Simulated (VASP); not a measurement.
Write the native input for VASP 6.6.1 that does the following.

```
Task                   : single point
Functional             : LDA
Potentials or basis    : VASP PAW LDA potentials, release 64 (Cr_pv, Co, Pt)
Cutoff                 : 520 eV
k mesh                 : 8 × 8 × 8
Occupations            : fermi-dirac, width 0.05 eV
Spin                   : collinear spin, ferromagnetic start
Starting moments       : [3.0, 2.0, 0.0, 0.0] μB
Dipole correction      : no
Further INCAR settings : ALGO = Normal; EDIFF = 1e-06; NBANDS = 32
```

The structure of CrCoPt2 lies in POSCAR:

```
CrCoPt2
1.0
    3.4543014239      0.0000000000      0.0000000000
    0.0000000000      3.4543014239      0.0000000000
    0.0000000000      0.0000000000      3.3882726195
Cr Co Pt
1 1 2
Direct
    0.0000000000      0.0000000000      0.0000000000
    0.5000000000      0.5000000000      0.0000000000
    0.0000000000      0.5000000000      0.5000000000
    0.5000000000      0.0000000000      0.5000000000
```

These files were run (other wordings do the same):

INCAR

```
PREC     = Accurate       # precision mode
ENCUT    = 520            # plane-wave cutoff, eV
EDIFF    = 1E-6           # SCF threshold, eV
ISMEAR   = -1             # smearing method
SIGMA    = 0.05           # smearing width, eV
LREAL    = F              # projectors in reciprocal space
LASPH    = T              # aspherical terms in the spheres
NELM     = 150            # most SCF steps
ALGO     = Normal         # electronic algorithm
ISIF     = 2              # what is computed and relaxed
LWAVE    = F              # write WAVECAR
LCHARG   = F              # write CHGCAR
ISPIN    = 2              # spin polarisation
MAGMOM   = 3 2 0 0        # initial moments
LORBIT   = 11             # projections on sites
LMAXMIX  = 4              # l up to which the mixer works
NBANDS   = 32             # bands
```

KPOINTS

```
regular mesh
0
Gamma
  8 8 8
```

Potentials or basis: VASP PAW LDA potentials, release 64 (Cr_pv, Co, Pt).

Run with:

```bash
$ cat potpaw_LDA.64/Cr_pv/POTCAR potpaw_LDA.64/Co/POTCAR potpaw_LDA.64/Pt/POTCAR > POTCAR
$ mpirun -np 1 vasp_std > vasp.out
```

Results of the run:

```yaml
Pressure: 116.9 GPa
Net_moment: 1.37 μB per cell
Site_moments: Cr +1.29; Co -0.01; Pt +0.03 μB
```

Caveat: the stress differs along the axes, from 110 to 120 GPa.

It took 110 s on 1 thread of Intel(R) Xeon(R) 6975P-C (Granite Rapids), with other jobs on the host, peak memory 0.26 GiB.
